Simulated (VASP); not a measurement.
# TiC (Fm-3m) in VASP: notebook

Aim: see how the results for TiC move with the level of theory and the settings. Levels: PBEsol, r2SCAN. Tasks: single point.

Program: VASP 6.6.1. These are calculated values, not measurements. Logs are shortened: lines on timing, memory, paths and dates and some standing lists are left out, and cuts for length are marked.

## Step 1: The cell of the first run

Symmetry: Fm-3m, No. 225, cubic system. The conventional cell has a = 4.293 Å, b = 4.293 Å, c = 4.293 Å, α = 90.00°, β = 90.00°, γ = 90.00°. Ti (site symmetry m-3m) has 6 C at 2.15 Å within 2.8 Å. C (site symmetry m-3m) has 6 Ti at 2.15 Å within 2.8 Å.

## Step 2: Single point, PBEsol

Contents of INCAR:

```
ALGO     = Normal         # electronic algorithm
EDIFF    = 1E-6           # SCF threshold, eV
ENCUT    = 520            # plane-wave cutoff, eV
GGA      = PS             # functional
ISIF     = 2              # what is computed and relaxed
ISMEAR   = 0              # smearing method
LASPH    = True           # aspherical terms in the spheres
LCHARG   = False          # write CHGCAR
LREAL    = False          # projectors in reciprocal space
LWAVE    = False          # write WAVECAR
NBANDS   = 15             # bands
NELM     = 80             # most SCF steps
PREC     = Accurate       # precision mode
SIGMA    = 0.1            # smearing width, eV
```

Contents of KPOINTS:

```
k-points
0
Gamma
  12 12 12
```

Contents of POSCAR:

```
TiC
1.0
    0.0000000000      2.1464758510      2.1464758510
    2.1464758510      0.0000000000      2.1464758510
    2.1464758510      2.1464758510      0.0000000000
Ti C
1 1
Direct
    0.0000000000      1.0000000000      1.0000000000
    0.5000000000      0.5000000000      0.5000000000
```

Potentials or basis: VASP PAW PBE potentials, release 64 (Ti_sv, C).

On the command line:

```console
$ cat potpaw_PBE.64/Ti_sv/POTCAR potpaw_PBE.64/C/POTCAR > POTCAR
$ mpirun -np 1 vasp_std > vasp.out
```

OUTCAR:

```text
EDIFF = 1E-6
   ENCUT = 520
   GGA = PS
   ISIF = 2
   ISMEAR = 0
   LASPH = True
   LREAL = False
   NELM = 80
   PREC = Accurate

 ion  position               nearest neighbor table
   1  0.000  0.000  0.000-   2 2.15   2 2.15   2 2.15   2 2.15   2 2.15   2 2.15
   2  0.500  0.500  0.500-   1 2.15   1 2.15   1 2.15   1 2.15   1 2.15   1 2.15

  LATTYP: Found a face centered cubic cell.
 ALAT       =     4.2929517020

  Lattice vectors:

 A1 = (   0.0000000000,   2.1464758510,   2.1464758510)
 A2 = (   2.1464758510,   0.0000000000,   2.1464758510)
 A3 = (   2.1464758510,   2.1464758510,   0.0000000000)

Analysis of symmetry for initial positions (statically):
=====================================================================
 Subroutine PRICEL returns:
 Original cell was already a primitive cell.

 Routine SETGRP: Setting up the symmetry group for a
 face centered cubic supercell.

 Subroutine GETGRP returns: Found 48 space group operations
 (whereof 48 operations were pure point group operations)
 out of a pool of 48 trial point group operations.

The static configuration has the point symmetry O_h .

Analysis of symmetry for dynamics (positions and initial velocities):
=====================================================================
 Subroutine PRICEL returns:
 Original cell was already a primitive cell.

 Routine SETGRP: Setting up the symmetry group for a
 face centered cubic supercell.

 Subroutine GETGRP returns: Found 48 space group operations
 (whereof 48 operations were pure point group operations)
 out of a pool of 48 trial point group operations.

The dynamic configuration has the point symmetry O_h .

 Subroutine INISYM returns: Found 48 space group operations
 (whereof 48 operations are pure point group operations),
 and found     1 'primitive' translations

----------------------------------------------------------------------------------------

                                     Primitive cell

  volume of cell :      19.7792

  direct lattice vectors                    reciprocal lattice vectors
     0.000000000  2.146475851  2.146475851    -0.232939961  0.232939961  0.232939961
     2.146475851  0.000000000  2.146475851     0.232939961 -0.232939961  0.232939961
     2.146475851  2.146475851  0.000000000     0.232939961  0.232939961 -0.232939961

  length of vectors
     3.035575260  3.035575260  3.035575260     0.403463847  0.403463847  0.403463847

  position of ions in fractional coordinates (direct lattice)
     0.000000000  0.000000000  0.000000000
     0.500000000  0.500000000  0.500000000

  ion indices of the primitive-cell ions
   primitive index   ion index
                 1           1
[... 87 lines left out ...]
   EFERMI =   0.00;   METHOD = LEGACY
   ISMEAR =     0;   SIGMA  =   0.10  broadening in eV -4-tet -1-fermi 0-gaus
   EFERMI_NEDOS =   21; number of points for ismear=-14 and -15
   IALGO  =     38    algorithm
   IMIX   =      4    mixing-type and parameters
     AMIX     =   0.40;   BMIX     =  1.00
     AMIX_MAG =   1.60;   BMIX_MAG =  1.00
  volume/ion in A,a.u.               =       9.89        66.74
  Fermi-wavevector in a.u.,A,eV,Ry     =   1.525383  2.882555 31.657933  2.326792
  Thomas-Fermi vector in A             =   2.633561
   LORBIT       =      0    0 simple, 1 ext, 2 COOP (PROOUT), +10 PAW based schemes
   GGA     = PS    functional components
   LHFCALC =     F    Hartree Fock is set to
   AEXX    =    0.0000 exact exchange contribution
   IVDW    =     0    specifies the selected vdW correction
   LEPSILON=     F    determine dielectric tensor
   LRPA    =     F    only Hartree local field effects (RPA)
 non-spin polarized calculation
 Gauss-broadening in eV      SIGMA  =   0.10
  energy-cutoff  :      520.00
  volume of cell :       19.78
 maximum number of plane-waves:       547
   NGX = 11   NGY = 11   NGZ = 11

 number of electron      16.0000003 magnetization

 Free energy of the ion-electron system (eV)
  ---------------------------------------------------
  ext. energy  EPLUGINS =         0.00000000
  ---------------------------------------------------
  free energy    TOTEN  =       -19.80302588 eV

  energy without entropy =      -19.80161000  energy(sigma->0) =      -19.80231794

 E-fermi :   9.6542     XC(G=0): -12.9996

 val. band max:        9.6186058421   @ k =   0.5000   0.5000   0.0000
 cond. band min:       9.7260846844   @ k =   0.3333   0.2500   0.0000
 fundamental gap:      0.1074788423
 Fermi energy:         9.6542072653

 k-point     1 :       0.0000    0.0000    0.0000
  band No.  band energies     occupation
      1     -46.6344      2.00000
      2     -22.7462      2.00000
      3     -22.7462      2.00000
      4     -22.7462      2.00000
      5      -2.8734      2.00000
      6      10.2907      0.00000
      7      10.2907      0.00000
      8      10.2907      0.00000
      9      11.3575      0.00000
     10      11.3575      0.00000
     11      11.3575      0.00000
     12      11.4013      0.00000
     13      11.4013      0.00000
     14      20.4938      0.00000
[... 401 lines left out ...]
      2     -23.2493      2.00000
      3     -22.9012      2.00000
      4     -22.8201      2.00000
      5       0.5328      2.00000
      6       4.2652      2.00000
      7       6.6053      2.00000
      8       6.8903      2.00000
      9      12.4467      0.00000
     10      12.5144      0.00000
     11      13.6202      0.00000
     12      16.5212      0.00000
     13      17.5205      0.00000
     14      19.8231      0.00000
     15      24.1257      0.00000

 [... further k-points ...]

------------------------ aborting loop because EDIFF is reached ----------------------------------------

  FORCE on cell =-STRESS in cart. coord.  units (eV):
  Direction    XX          YY          ZZ          XY          YZ          ZX
  --------------------------------------------------------------------------------------
  -------------------------------------------------------------------------------------
  Total        0.0418628      0.0418628      0.0418628     -0.0000000      0.0000000     -0.0000000
  in kB        3.3910246      3.3910246      3.3910246     -0.0000000      0.0000000     -0.0000000
  external PRESSURE =       3.3910246 kB  Pullay stress =       0.0000000 kB

 VOLUME and BASIS-vectors are now :
 -----------------------------------------------------------------------------
  energy-cutoff  :      520.00
  volume of cell :       19.78
      direct lattice vectors                 reciprocal lattice vectors
     0.000000000  2.146475851  2.146475851    -0.232939961  0.232939961  0.232939961
     2.146475851  0.000000000  2.146475851     0.232939961 -0.232939961  0.232939961
     2.146475851  2.146475851  0.000000000     0.232939961  0.232939961 -0.232939961

 POSITION                                       TOTAL-FORCE (eV/Angst)
 -----------------------------------------------------------------------------------
      0.00000      0.00000      0.00000         0.000000     -0.000000      0.000000
      2.14648      2.14648      2.14648        -0.000000      0.000000     -0.000000
 -----------------------------------------------------------------------------------
    total drift:                                0.000000     -0.000000     -0.000000

  FREE ENERGIE OF THE ION-ELECTRON SYSTEM (eV)
  ---------------------------------------------------
  free  energy   TOTEN  =       -19.8030258755 eV

  energy  without entropy=      -19.8016100020  energy(sigma->0) =      -19.80231794
```

OSZICAR:

```text
N       E                     dE             d eps       ncg     rms          rms(c)
DAV:   1     0.117768889545E+03    0.11777E+03   -0.79062E+03  2167   0.127E+03
DAV:   2    -0.176130992003E+02   -0.13538E+03   -0.12682E+03  2342   0.335E+02
DAV:   3    -0.249185212739E+02   -0.73054E+01   -0.72035E+01  2766   0.764E+01
DAV:   4    -0.251543392152E+02   -0.23582E+00   -0.23561E+00  2732   0.128E+01
DAV:   5    -0.251597918748E+02   -0.54527E-02   -0.54524E-02  2780   0.171E+00    0.190E+01
DAV:   6    -0.203292155436E+02    0.48306E+01   -0.11017E+01  3070   0.561E+01    0.657E+00
DAV:   7    -0.198395100200E+02    0.48971E+00   -0.18456E+00  2531   0.191E+01    0.518E+00
DAV:   8    -0.198056484648E+02    0.33862E-01   -0.11729E-01  2478   0.424E+00    0.266E+00
DAV:   9    -0.198072239847E+02   -0.15755E-02   -0.69900E-02  2826   0.299E+00    0.909E-01
DAV:  10    -0.198044317395E+02    0.27922E-02   -0.89524E-03  2732   0.138E+00    0.583E-01
DAV:  11    -0.198030582015E+02    0.13735E-02   -0.27567E-03  2489   0.765E-01    0.797E-02
DAV:  12    -0.198030275224E+02    0.30679E-04   -0.23604E-04  2447   0.170E-01    0.293E-02
DAV:  13    -0.198030260641E+02    0.14584E-05   -0.11321E-05  2678   0.310E-02    0.373E-03
DAV:  14    -0.198030258755E+02    0.18854E-06   -0.54159E-07  1829   0.109E-02
   1 F= -.19803026E+02 E0= -.19802318E+02  d E =-.141587E-02
```

stdout:

```text
POSCAR found type information on POSCAR TiC
 POSCAR found :  2 types and       2 ions
 scaLAPACK will be used
 -----------------------------------------------------------------------------
|                                                                             |
|                                                                             |
|     You enforced a specific xc type in the INCAR file but a different       |
|     I HOPE YOU KNOW WHAT YOU ARE DOING!                                     |
|                                                                             |
 -----------------------------------------------------------------------------

 LDA part: xc-table for (Slater+PW92), standard interpolation
 POSCAR, INCAR and KPOINTS ok, starting setup
 FFT: planning ... GRIDC
 FFT: planning ... GRID_SOFT
 FFT: planning ... GRID
 WAVECAR not read
 entering main loop
```

It took 21 s on 1 thread of Intel Xeon Platinum 8375C at 2.90GHz (Ice Lake), shared host; peak memory 0.15 GiB.

What came out:

```
Free energy            : -19.8030 eV
Pressure               : 0.3 GPa
Band gap on the k mesh : zero (band 8 reaches 10.29 eV, above the bottom of band 9 at 9.21 eV)
```

Caveat: the PAW data sets were made with another functional, which shifts forces and pressure a little.

## Step 3: Single point, r2SCAN

POSCAR is that of step 2.

Contents of INCAR.step1:

```
PREC = Accurate ; ENCUT = 520
ISMEAR = 0 ; SIGMA = 0.1
LREAL = False ; LASPH = True
NELM = 100 ; NBANDS = 15
GGA = PE ; ALGO = Normal
EDIFF = 1E-4 ; LWAVE = True
LCHARG = False
```

Contents of INCAR.step2:

```
PREC = Accurate ; ENCUT = 520
EDIFF = 1E-6 ; ISMEAR = 0
SIGMA = 0.1 ; LREAL = False
LASPH = True ; NELM = 100
ALGO = Normal ; ISIF = 2
LWAVE = False ; LCHARG = False
METAGGA = R2SCAN ; LMIXTAU = True
NBANDS = 15 ; ISTART = 1
```

Contents of KPOINTS:

```
regular mesh
0
Gamma
  12 12 12
```

Potentials or basis: VASP PAW PBE potentials, release 64 (Ti_sv, C).

On the command line:

```console
$ cat potpaw_PBE.64/Ti_sv/POTCAR potpaw_PBE.64/C/POTCAR > POTCAR
$ cp INCAR.step1 INCAR
$ mpirun -np 1 vasp_std > vasp.out
$ cp INCAR.step2 INCAR
$ mpirun -np 1 vasp_std > vasp.out
```

Wall time 87 s (1 thread of Intel Xeon Platinum 8375C at 2.90GHz (Ice Lake), shared host); peak memory 0.15 GiB.

Results (log left out):

```
Free energy            : -24.8563 eV
Pressure               : 7.7 GPa
Band gap on the k mesh : zero (band 8 reaches 10.68 eV, above the bottom of band 9 at 9.35 eV)
```

Levels at points of the mesh, in eV from the Fermi level:
```csv
k point,band 5,band 6,band 7,band 8,band 9,band 10,band 11,band 12
"(0.00, 0.00, 0.00)",-13.41,0.80,0.80,0.80,1.62,1.62,1.62,1.70
"(0.50, 0.00, 0.00)",-9.78,-6.30,-3.30,-3.30,3.17,3.17,4.46,8.71
"(0.50, 0.50, 0.00)",-11.13,-3.79,-1.68,-0.20,-0.20,2.76,3.83,3.83
```

Caveat: the PAW data sets were made with another functional, which shifts forces and pressure a little.
